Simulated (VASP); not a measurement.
# TiCo (Pm-3m) in VASP: further runs

The runs below take TiCo through single point, with LDA, r2SCAN.

All numbers are computed with VASP 6.6.1; they aren't measurements. Logs are shortened: lines on timing, memory, paths and dates and some standing lists are left out, and cuts for length are marked.

### Step 1. The cell of the first run

Symmetry: Pm-3m, No. 221, cubic system. The conventional cell has a = 3.025 Å, b = 3.025 Å, c = 3.025 Å, α = 90.00°, β = 90.00°, γ = 90.00°. Within 3.5 Å of Co (site symmetry m-3m) lie 8 Ti at 2.62 Å and 6 Co at 3.03 Å. Within 3.5 Å of Ti (site symmetry m-3m) lie 8 Co at 2.62 Å and 6 Ti at 3.03 Å.

### Step 2. Single point, LDA, collinear spin, ferromagnetic start

The input, INCAR:

```
PREC = Accurate ; ENCUT = 520
EDIFF = 1E-6 ; ISMEAR = -1
SIGMA = 0.05 ; LREAL = False
LASPH = True ; NELM = 150
ALGO = Fast ; ISIF = 2
LWAVE = False ; LCHARG = False
ISPIN = 2 ; MAGMOM = 2 1
LORBIT = 11 ; LMAXMIX = 4
GGA = CA ; NBANDS = 22
```

The input, KPOINTS:

```
Automatic mesh
0
Gamma
  9 9 9
```

The input, POSCAR:

```
TiCo
1.0
    3.0254064304      0.0000000000      0.0000000000
    0.0000000000      3.0254064304      0.0000000000
    0.0000000000      0.0000000000      3.0254064304
Co Ti
1 1
Direct
    0.5000000000      0.5000000000      0.5000000000
    0.0000000000      0.0000000000      0.0000000000
```

Potentials or basis: VASP PAW LDA potentials, release 64 (Co, Ti_sv).

Run with:

```bash
$ cat potpaw_LDA.64/Co/POTCAR potpaw_LDA.64/Ti_sv/POTCAR > POTCAR
$ mpirun -np 1 vasp_std > vasp.out
```

OUTCAR:

```text
PREC = Accurate
   ENCUT = 520
   EDIFF = 1E-6
   ISMEAR = -1
   LREAL = False
   LASPH = True
   NELM = 150
   ISIF = 2
   ISPIN = 2
   LORBIT = 11
   GGA = CA

 ion  position               nearest neighbor table
   1  0.500  0.500  0.500-   2 2.62   2 2.62   2 2.62   2 2.62   2 2.62   2 2.62   2 2.62   2 2.62

   2  0.000  0.000  0.000-   1 2.62   1 2.62   1 2.62   1 2.62   1 2.62   1 2.62   1 2.62   1 2.62

  LATTYP: Found a simple cubic cell.
 ALAT       =     3.0254064304

  Lattice vectors:

 A1 = (   3.0254064304,   0.0000000000,   0.0000000000)
 A2 = (   0.0000000000,   3.0254064304,   0.0000000000)
 A3 = (   0.0000000000,   0.0000000000,   3.0254064304)

Analysis of symmetry for initial positions (statically):
=====================================================================
 Subroutine PRICEL returns:
 Original cell was already a primitive cell.

 Routine SETGRP: Setting up the symmetry group for a
 simple cubic supercell.

 Subroutine GETGRP returns: Found 48 space group operations
 (whereof 48 operations were pure point group operations)
 out of a pool of 48 trial point group operations.

The static configuration has the point symmetry O_h .

Analysis of symmetry for dynamics (positions and initial velocities):
=====================================================================
 Subroutine PRICEL returns:
 Original cell was already a primitive cell.

 Routine SETGRP: Setting up the symmetry group for a
 simple cubic supercell.

 Subroutine GETGRP returns: Found 48 space group operations
 (whereof 48 operations were pure point group operations)
 out of a pool of 48 trial point group operations.

The dynamic configuration has the point symmetry O_h .

Analysis of structural, dynamic, and magnetic symmetry:
=====================================================================
 Subroutine PRICEL returns:
 Original cell was already a primitive cell.

 Routine SETGRP: Setting up the symmetry group for a
 simple cubic supercell.

 Subroutine GETGRP returns: Found 48 space group operations
 (whereof 48 operations were pure point group operations)
 out of a pool of 48 trial point group operations.

The overall configuration has the point symmetry O_h .

 Subroutine INISYM returns: Found 48 space group operations
 (whereof 48 operations are pure point group operations),
 and found     1 'primitive' translations

----------------------------------------------------------------------------------------
[... 109 lines left out ...]
   EFERMI_NEDOS =   21; number of points for ismear=-14 and -15
   IALGO  =     68    algorithm
   IMIX   =      4    mixing-type and parameters
     AMIX     =   0.40;   BMIX     =  1.00
     AMIX_MAG =   1.60;   BMIX_MAG =  1.00
  volume/ion in A,a.u.               =      13.85        93.44
  Fermi-wavevector in a.u.,A,eV,Ry     =   1.492901  2.821173 30.324012  2.228752
  Thomas-Fermi vector in A             =   2.605370
   LORBIT       =     11    0 simple, 1 ext, 2 COOP (PROOUT), +10 PAW based schemes
   GGA     = CA    functional components
   LHFCALC =     F    Hartree Fock is set to
   AEXX    =    0.0000 exact exchange contribution
   IVDW    =     0    specifies the selected vdW correction
   LEPSILON=     F    determine dielectric tensor
   LRPA    =     F    only Hartree local field effects (RPA)
 spin polarized calculation
 RMM-DIIS sequential band-by-band and
  energy-cutoff  :      520.00
  volume of cell :       27.69
 maximum number of plane-waves:       756
 NGX is ok and might be reduce to    24
   NGX = 11   NGY = 11   NGZ = 11

 number of electron      20.9999999 magnetization       0.4664586

 Free energy of the ion-electron system (eV)
  ---------------------------------------------------
  ext. energy  EPLUGINS =         0.00000000
  ---------------------------------------------------
  free energy    TOTEN  =       -17.37988800 eV

  energy without entropy =      -17.35960653  energy(sigma->0) =      -17.36974727

 E-fermi :   9.1310     XC(G=0): -12.6758

 val. band max:        9.0998395926   @ k =   0.4444   0.4444   0.3333
 cond. band min:       9.1675665519   @ k =   0.4444   0.2222   0.0000
 fundamental gap:      0.0677269593
 Fermi energy:         9.1310178206

 spin component 1

 k-point     1 :       0.0000    0.0000    0.0000
  band No.  band energies     occupation
      1     -47.4120      1.00000
      2     -23.8954      1.00000
      3     -23.8954      1.00000
      4     -23.8954      1.00000
      5       1.6905      1.00000
      6       5.4236      1.00000
[... 589 lines left out ...]
     21      25.5405      0.00000
     22      28.3490      0.00000

 [... further k-points ...]

 spin component 2

 k-point     1 :       0.0000    0.0000    0.0000
  band No.  band energies     occupation
      1     -47.4252      1.00000
      2     -23.9091      1.00000
      3     -23.9091      1.00000
      4     -23.9091      1.00000
      5       1.7170      1.00000
      6       5.7035      1.00000
[... 589 lines left out ...]
     21      25.5881      0.00000
     22      28.3635      0.00000

 [... further k-points ...]
[... 5 lines left out ...]
  --------------------------------------------------------------------------------------
  -------------------------------------------------------------------------------------
  Total       -3.4364054     -3.4364054     -3.4364054      0.0000000     -0.0000000      0.0000000
  in kB     -198.8217051   -198.8217051   -198.8217051      0.0000000     -0.0000000      0.0000000
  external PRESSURE =    -198.8217051 kB  Pullay stress =       0.0000000 kB

 VOLUME and BASIS-vectors are now :
 -----------------------------------------------------------------------------
  energy-cutoff  :      520.00
  volume of cell :       27.69
      direct lattice vectors                 reciprocal lattice vectors
     3.025406430  0.000000000  0.000000000     0.330534103  0.000000000  0.000000000
     0.000000000  3.025406430  0.000000000     0.000000000  0.330534103  0.000000000
     0.000000000  0.000000000  3.025406430     0.000000000  0.000000000  0.330534103

 POSITION                                       TOTAL-FORCE (eV/Angst)
 -----------------------------------------------------------------------------------
      1.51270      1.51270      1.51270         0.000000      0.000000      0.000000
      0.00000      0.00000      0.00000         0.000000      0.000000      0.000000
 -----------------------------------------------------------------------------------
    total drift:                                0.000000      0.000000     -0.000000

  FREE ENERGIE OF THE ION-ELECTRON SYSTEM (eV)
  ---------------------------------------------------
  free  energy   TOTEN  =       -17.3798879994 eV

  energy  without entropy=      -17.3596065315  energy(sigma->0) =      -17.36974727

 total charge

# of ion       s       p       d       tot
------------------------------------------
    1        0.510   0.413   7.335   8.258
    2        2.240   6.161   1.846  10.247
--------------------------------------------------
tot          2.750   6.575   9.180  18.505

 magnetization (x)

# of ion       s       p       d       tot
------------------------------------------
    1        0.018  -0.002   0.488   0.505
    2       -0.001  -0.005  -0.016  -0.022
--------------------------------------------------
tot          0.017  -0.007   0.472   0.483
```

OSZICAR:

```text
N       E                     dE             d eps       ncg     rms          rms(c)
DAV:   1     0.161940298124E+03    0.16194E+03   -0.99610E+03  3104   0.122E+03
DAV:   2    -0.932794195604E+01   -0.17127E+03   -0.16307E+03  3164   0.299E+02
DAV:   3    -0.192713006932E+02   -0.99434E+01   -0.97549E+01  3886   0.776E+01
DAV:   4    -0.195464186373E+02   -0.27512E+00   -0.27423E+00  3534   0.117E+01
DAV:   5    -0.195556203302E+02   -0.92017E-02   -0.92007E-02  3746   0.196E+00    0.148E+01
RMM:   6    -0.184326517760E+02    0.11230E+01   -0.59465E+00  3701   0.238E+01    0.117E+01
RMM:   7    -0.194898172982E+02   -0.10572E+01   -0.15870E+00  3862   0.111E+01    0.209E+01
RMM:   8    -0.174000865908E+02    0.20897E+01   -0.56198E-01  3911   0.725E+00    0.230E+00
RMM:   9    -0.173736504077E+02    0.26436E-01   -0.60695E-02  4401   0.142E+00    0.155E+00
RMM:  10    -0.173769319571E+02   -0.32815E-02   -0.30902E-02  4411   0.113E+00    0.106E+00
RMM:  11    -0.173797330378E+02   -0.28011E-02   -0.13366E-02  4399   0.888E-01    0.469E-01
RMM:  12    -0.173800077822E+02   -0.27474E-03   -0.36414E-03  4547   0.485E-01    0.259E-01
RMM:  13    -0.173799438805E+02    0.63902E-04   -0.99013E-04  4825   0.234E-01    0.137E-01
RMM:  14    -0.173798779972E+02    0.65883E-04   -0.24111E-04  4996   0.106E-01    0.703E-02
RMM:  15    -0.173798814138E+02   -0.34166E-05   -0.66878E-05  4759   0.503E-02    0.359E-02
RMM:  16    -0.173798860444E+02   -0.46306E-05   -0.22210E-05  4368   0.320E-02    0.149E-02
RMM:  17    -0.173798875670E+02   -0.15226E-05   -0.89909E-06  3977   0.198E-02    0.342E-03
RMM:  18    -0.173798879994E+02   -0.43241E-06   -0.34228E-06  3136   0.931E-03
   1 F= -.17379888E+02 E0= -.17369747E+02  d E =-.202815E-01  mag=     0.4672
```

Wall time 17 s (1 thread of Intel Xeon 6975P-C (Granite Rapids), shared host); peak memory 0.15 GiB.

What came out:

| Item | Value |
| --- | --- |
| Free energy | -17.3799 eV |
| Pressure | -19.9 GPa |
| Net moment | 0.47 μB per cell |
| Site moments | Co +0.51; Ti -0.02 μB |
| Valence electrons inside the program's atomic spheres | Co 8.26; Ti 10.25 |

Levels at points of the mesh, in eV from the Fermi level:
Spin up:
| k point | band 6 | band 7 | band 8 | band 9 | band 10 | band 11 | band 12 | band 13 | band 14 | band 15 |
| --- | --- | --- | --- | --- | --- | --- | --- | --- | --- | --- |
| (0.00, 0.00, 0.00) | -3.71 | -3.71 | -1.56 | -1.56 | -1.56 | 0.59 | 0.59 | 2.55 | 2.55 | 2.55 |
Spin down:
```tsv
k point	band 6	band 7	band 8	band 9	band 10	band 11	band 12	band 13	band 14	band 15
(0.00, 0.00, 0.00)	-3.43	-3.43	-1.24	-1.24	-1.24	0.83	0.83	2.60	2.60	2.60
```

### Step 3. Single point, LDA, collinear spin, ferromagnetic start

This run uses another cell than the first one, of 14.11 Å³/atom, 1.019 times its volume.

The input, INCAR:

```
SYSTEM = TiCo
PREC = Accurate ; ENCUT = 520
EDIFF = 1E-6 ; ISMEAR = -1
SIGMA = 0.05 ; LREAL = .FALSE.
LASPH = .TRUE. ; NELM = 150
ALGO = Fast ; ISIF = 2
LWAVE = .FALSE. ; LCHARG = .FALSE.
ISPIN = 2 ; MAGMOM = 2 1
LORBIT = 11 ; LMAXMIX = 4
NBANDS = 22
```

The input, KPOINTS:

```
regular mesh
0
G
  9 9 9
  0 0 0
```

The input, POSCAR:

```
TiCo
1.0
    3.0446770546      0.0000000000      0.0000000000
    0.0000000000      3.0446770546      0.0000000000
    0.0000000000      0.0000000000      3.0446770546
Co Ti
1 1
Direct
    0.5000000000      0.5000000000      0.5000000000
    0.0000000000      0.0000000000      0.0000000000
```

Potentials or basis: VASP PAW LDA potentials, release 64 (Co, Ti_sv).

Run with:

```bash
$ cat potpaw_LDA.64/Co/POTCAR potpaw_LDA.64/Ti_sv/POTCAR > POTCAR
$ mpirun -np 1 vasp_std > vasp.out
```

OUTCAR:

```text
SYSTEM = TiCo
   PREC = Accurate
   ENCUT = 520
   EDIFF = 1E-6
   ISMEAR = -1
   LREAL = .FALSE.
   LASPH = .TRUE.
   NELM = 150
   ISIF = 2
   ISPIN = 2
   LORBIT = 11

 ion  position               nearest neighbor table
   1  0.500  0.500  0.500-   2 2.64   2 2.64   2 2.64   2 2.64   2 2.64   2 2.64   2 2.64   2 2.64

   2  0.000  0.000  0.000-   1 2.64   1 2.64   1 2.64   1 2.64   1 2.64   1 2.64   1 2.64   1 2.64

  LATTYP: Found a simple cubic cell.
 ALAT       =     3.0446770546

  Lattice vectors:

 A1 = (   3.0446770546,   0.0000000000,   0.0000000000)
 A2 = (   0.0000000000,   3.0446770546,   0.0000000000)
 A3 = (   0.0000000000,   0.0000000000,   3.0446770546)

Analysis of symmetry for initial positions (statically):
[... 1415 lines left out ...]
  energy-cutoff  :      520.00
  volume of cell :       28.22
      direct lattice vectors                 reciprocal lattice vectors
     3.044677055  0.000000000  0.000000000     0.328442059  0.000000000  0.000000000
     0.000000000  3.044677055  0.000000000     0.000000000  0.328442059  0.000000000
     0.000000000  0.000000000  3.044677055     0.000000000  0.000000000  0.328442059

 POSITION                                       TOTAL-FORCE (eV/Angst)
 -----------------------------------------------------------------------------------
      1.52234      1.52234      1.52234         0.000000      0.000000      0.000000
      0.00000      0.00000      0.00000         0.000000      0.000000      0.000000
 -----------------------------------------------------------------------------------
    total drift:                                0.000000      0.000000     -0.000000

  FREE ENERGIE OF THE ION-ELECTRON SYSTEM (eV)
  ---------------------------------------------------
  free  energy   TOTEN  =       -17.3102223779 eV

  energy  without entropy=      -17.2892551528  energy(sigma->0) =      -17.29973877

 total charge

# of ion       s       p       d       tot
------------------------------------------
    1        0.502   0.402   7.324   8.229
    2        2.236   6.155   1.832  10.223
--------------------------------------------------
tot          2.738   6.557   9.156  18.452

 magnetization (x)

# of ion       s       p       d       tot
------------------------------------------
    1        0.018  -0.002   0.514   0.530
    2       -0.002  -0.005  -0.022  -0.029
--------------------------------------------------
tot          0.017  -0.008   0.492   0.501
```

OSZICAR:

```text
N       E                     dE             d eps       ncg     rms          rms(c)
DAV:   1     0.167056346447E+03    0.16706E+03   -0.97107E+03  3112   0.121E+03
DAV:   2    -0.905768088562E+01   -0.17611E+03   -0.16785E+03  3152   0.305E+02
DAV:   3    -0.192446456483E+02   -0.10187E+02   -0.99762E+01  3872   0.782E+01
DAV:   4    -0.195239102071E+02   -0.27926E+00   -0.27848E+00  3596   0.118E+01
DAV:   5    -0.195309750660E+02   -0.70649E-02   -0.70643E-02  3800   0.186E+00    0.146E+01
RMM:   6    -0.182877370404E+02    0.12432E+01   -0.59722E+00  3691   0.239E+01    0.115E+01
RMM:   7    -0.196605125846E+02   -0.13728E+01   -0.15932E+00  3856   0.110E+01    0.223E+01
RMM:   8    -0.173327328255E+02    0.23278E+01   -0.60337E-01  3862   0.754E+00    0.234E+00
RMM:   9    -0.173033025180E+02    0.29430E-01   -0.61190E-02  4392   0.142E+00    0.152E+00
RMM:  10    -0.173068599603E+02   -0.35574E-02   -0.29749E-02  4417   0.109E+00    0.110E+00
RMM:  11    -0.173102421577E+02   -0.33822E-02   -0.13470E-02  4365   0.907E-01    0.529E-01
RMM:  12    -0.173103445959E+02   -0.10244E-03   -0.39219E-03  4508   0.517E-01    0.280E-01
RMM:  13    -0.173102529522E+02    0.91644E-04   -0.10636E-03  4780   0.248E-01    0.147E-01
RMM:  14    -0.173102032313E+02    0.49721E-04   -0.24716E-04  4975   0.109E-01    0.825E-02
RMM:  15    -0.173102118017E+02   -0.85703E-05   -0.70757E-05  4771   0.530E-02    0.454E-02
RMM:  16    -0.173102194618E+02   -0.76601E-05   -0.24760E-05  4300   0.364E-02    0.184E-02
RMM:  17    -0.173102218953E+02   -0.24335E-05   -0.11127E-05  3991   0.224E-02    0.333E-03
RMM:  18    -0.173102223779E+02   -0.48267E-06   -0.41838E-06  3264   0.108E-02
   1 F= -.17310222E+02 E0= -.17299739E+02  d E =-.209672E-01  mag=     0.4823
```

Wall time 17 s (1 thread of Intel Xeon 6975P-C (Granite Rapids), shared host); peak memory 0.15 GiB.

Results:

```yaml
Free_energy: -17.3102 eV
Pressure: -22.0 GPa
Net_moment: 0.48 μB per cell
Site_moments: Co +0.53; Ti -0.03 μB
Valence_electrons_inside_the_program's_atomic_spheres: Co 8.23; Ti 10.22
```

Levels at points of the mesh, in eV from the Fermi level:
Spin up:
```
           k point  band 7  band 8  band 9  band 10  band 11  band 12  band 13  band 14
(0.00, 0.00, 0.00)   -3.62   -1.53   -1.53    -1.53     0.57     0.57     2.48     2.48
```
Spin down:
| k point | band 8 | band 9 | band 10 | band 11 | band 12 | band 13 |
| --- | --- | --- | --- | --- | --- | --- |
| (0.00, 0.00, 0.00) | -1.20 | -1.20 | -1.20 | 0.81 | 0.81 | 2.53 |

### Step 4. Single point, r2SCAN, collinear spin, ferromagnetic start

This run uses another cell than the first one, of 12.51 Å³/atom, 0.904 times its volume.

The input, POSCAR:

```
TiCo
1.0
    2.9251528449      0.0000000000      0.0000000000
    0.0000000000      2.9251528449      0.0000000000
    0.0000000000      0.0000000000      2.9251528449
Co Ti
1 1
Direct
    0.5000000000      0.5000000000      0.5000000000
    0.0000000000      0.0000000000      0.0000000000
```

The input, INCAR.step1:

```
SYSTEM = TiCo
ALGO = Normal ; EDIFF = 1E-4
ENCUT = 520 ; GGA = PE
ISMEAR = -1 ; ISPIN = 2
LASPH = .True. ; LCHARG = .False.
LMAXMIX = 4 ; LREAL = .False.
LWAVE = .True. ; MAGMOM = 2 1
NBANDS = 22 ; NELM = 150
PREC = Accurate ; SIGMA = 0.05
```

The input, INCAR.step2:

```
SYSTEM = TiCo
ALGO = Normal ; EDIFF = 1E-6
ENCUT = 520 ; ISIF = 2
ISMEAR = -1 ; ISPIN = 2
ISTART = 1 ; LASPH = .True.
LCHARG = .False. ; LMAXMIX = 4
LMIXTAU = .True. ; LORBIT = 11
LREAL = .False. ; LWAVE = .False.
MAGMOM = 2 1 ; METAGGA = R2SCAN
NBANDS = 22 ; NELM = 150
PREC = Accurate ; SIGMA = 0.05
```

The input, KPOINTS:

```
k-points
0
Gamma
  9 9 9
  0 0 0
```

Potentials or basis: VASP PAW PBE potentials, release 64 (Co, Ti_sv).

Run with:

```bash
$ cat potpaw_PBE.64/Co/POTCAR potpaw_PBE.64/Ti_sv/POTCAR > POTCAR
$ cp INCAR.step1 INCAR
$ mpirun -np 1 vasp_std > vasp.out
$ cp INCAR.step2 INCAR
$ mpirun -np 1 vasp_std > vasp.out
```

Run time: 58 s. Hardware: 1 thread of Intel Xeon 6975P-C (Granite Rapids), shared host; peak memory 0.16 GiB.

The run converged. Its results:

- Free energy: -26.9606 eV
- Pressure: 11.9 GPa
- Net moment: 0.86 μB per cell
- Site moments: Co +1.24; Ti -0.20 μB
- Valence electrons inside the program's atomic spheres: Co 8.44; Ti 10.34

Levels at points of the mesh, in eV from the Fermi level:
Spin up:
```
           k point  band 9  band 10  band 11  band 12  band 13  band 14
(0.00, 0.00, 0.00)   -2.41    -2.41     0.56     0.56     3.08     3.08
```
Spin down:
| k point | band 7 | band 8 | band 9 | band 10 | band 11 | band 12 | band 13 | band 14 |
| --- | --- | --- | --- | --- | --- | --- | --- | --- |
| (0.00, 0.00, 0.00) | -3.82 | -1.59 | -1.59 | -1.59 | 1.58 | 1.58 | 3.14 | 3.14 |

Caveat: the PAW data sets were made with another functional, which shifts forces and pressure a little.

### Step 5. Overview

```csv
level,potentials or basis,cell,gap on the mesh (eV),pressure (GPa),moment (μB)
LDA,"VASP PAW LDA potentials, release 64 (Co, Ti_sv)","a = 3.025 Å, 2 atoms",none,-19.9,0.47
LDA,"VASP PAW LDA potentials, release 64 (Co, Ti_sv)","a = 3.045 Å, 2 atoms",none,-22.0,0.48
r2SCAN,"VASP PAW PBE potentials, release 64 (Co, Ti_sv)","a = 2.925 Å, 2 atoms",none,11.9,0.86
```

Alike in all rows: task single point; spin collinear, ferromagnetic start; k mesh 9 × 9 × 9; cutoff (eV) 520; smearing fermi-dirac 0.05 eV.

Caveats: the PAW data sets were made with another functional, which shifts forces and pressure a little (some runs).

Total energies depend on the potentials used, so only differences within one code and one set of settings carry meaning.
